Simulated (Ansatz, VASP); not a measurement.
**Two plane-wave programs on Ti6H**

The input INCAR:

```
PREC = Accurate
ENCUT = 520
EDIFF = 1E-6
ISMEAR = 0
SIGMA = 0.1
LREAL = False
LASPH = True
NELM = 60
ALGO = Normal
ISIF = 2
LWAVE = False
LCHARG = False
LDIPOL = True
IDIPOL = 3
DIPOL = 0.5 0.5 0.331
GGA = PE
NBANDS = 86
```

File KPOINTS:

```
Automatic mesh
0
Gamma
  5 6 1
```

POSCAR

```
Ti6H
1.0
    5.6639455763      0.0000000000      0.0000000000
    0.0000000000      4.5793473381      0.0000000000
    0.0000000000      0.0000000000     24.5506933039
Ti H
12 2
Direct
    0.2500000000      0.0000000000      0.1629281891
    0.7500000000      0.0000000000      0.1629281891
    0.0000000000      0.5000000000      0.2167736627
    0.5000000000      0.5000000000      0.2167736627
    0.2500000000      0.0000000000      0.2706191363
    0.7500000000      0.0000000000      0.2706191363
    0.2500000000      0.5000000000      0.3256599435
    0.7500000000      0.5000000000      0.3256599435
    0.0000000000      0.0000000000      0.3779650127
    0.5000000000      0.0000000000      0.3779650127
    0.2500000000      0.5000000000      0.4297513383
    0.7500000000      0.5000000000      0.4297513383
   -0.0811271920      0.0000000000      0.5356546612
    0.0811271920      0.0000000000      0.5356546612
```

Input for Ansatz:

```yaml
crystal:
  lattice:
    - [5.6639455763, 0.0, 0.0]
    - [0.0, 4.5793473381, 0.0]
    - [0.0, 0.0, 24.5506933039]
  atoms:
    - { symbol: Ti, position: [0.25, 0.0, 0.1629281891] }
    - { symbol: Ti, position: [0.75, 0.0, 0.1629281891] }
    - { symbol: Ti, position: [0.0, 0.5, 0.2167736627] }
    - { symbol: Ti, position: [0.5, 0.5, 0.2167736627] }
    - { symbol: Ti, position: [0.25, 0.0, 0.2706191363] }
    - { symbol: Ti, position: [0.75, 0.0, 0.2706191363] }
    - { symbol: Ti, position: [0.25, 0.5, 0.3256599435] }
    - { symbol: Ti, position: [0.75, 0.5, 0.3256599435] }
    - { symbol: Ti, position: [0.0, 0.0, 0.3779650127] }
    - { symbol: Ti, position: [0.5, 0.0, 0.3779650127] }
    - { symbol: Ti, position: [0.25, 0.5, 0.4297513383] }
    - { symbol: Ti, position: [0.75, 0.5, 0.4297513383] }
    - { symbol: H, position: [-0.081127192, 0.0, 0.5356546612] }
    - { symbol: H, position: [0.081127192, 0.0, 0.5356546612] }
basis:
  ecutwfc: 420
kpoints:
  mp_grid: { grid: [5, 6, 1] }
hamiltonian:
  xc: pbe
  pseudopotentials: { kind: paw, azcp: { folder: soft_1 } }
scf:
  occupations: { method: gaussian, width: 0.1 }
output:
  forces: true
  eigenvalues: true
efield:
  axis: 3
  dipole_correction: true
  ramp_width: 0.04
```

Alike in both runs: task single point; functional PBE; k mesh 5 × 6 × 1; occupations gaussian, width 0.1 eV; no spin polarisation.

|  | VASP | Ansatz |
| --- | --- | --- |
| version | VASP 6.6.1 | Ansatz 0.2.0 |
| potentials or method | VASP PAW PBE potentials, release 64 (Ti_sv, H), cutoff 520 eV | scalar-relativistic, plane waves, PAW |
| valence electrons in the cell | 146 | 146 |

|  | VASP | Ansatz | Ansatz less VASP |
| --- | --- | --- | --- |
| gap on the k mesh at the Fermi level (eV) | none | none | - |
| rms of the force components (eV/Å) | 0.746 | 0.746 | -0.0004 |

Atom by atom the forces differ by 0.004 eV/Å (rms over components). A gap of «none» marks a metal or a gap that the smearing closes. With one functional, cell and mesh, what is left measures potentials, basis and numerics.
